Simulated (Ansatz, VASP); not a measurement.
# Ge: VASP beside Ansatz

```
Ge
1.0
     0.00000    2.82891    2.82891
     2.82891    0.00000    2.82891
     2.82891    2.82891    0.00000
Ge
2
Direct
  0.75000 0.75000 0.75000
  0.50000 0.50000 0.50000
```

Alike in both runs: task band structure; functional PBE; k mesh 8 × 8 × 8; occupations fermi-dirac, width 0.05 eV; no spin polarisation.

|  | VASP | Ansatz |
| --- | --- | --- |
| version | VASP 6.6.1 | Ansatz 0.2.0 |
| potentials or method | VASP PAW PBE potentials, release 64 (Ge_d) | Ansatz PAW |
| plane-wave cutoff (eV) | 520 | 420 |
| valence electrons in the cell | 28 | 28 |

```csv
,VASP,Ansatz,Ansatz less VASP
gap on the k mesh at the Fermi level (eV),none,none,-
pressure (GPa),3.5,3.6,+0.11
```

A gap of «none» marks a metal or a gap that the smearing closes.
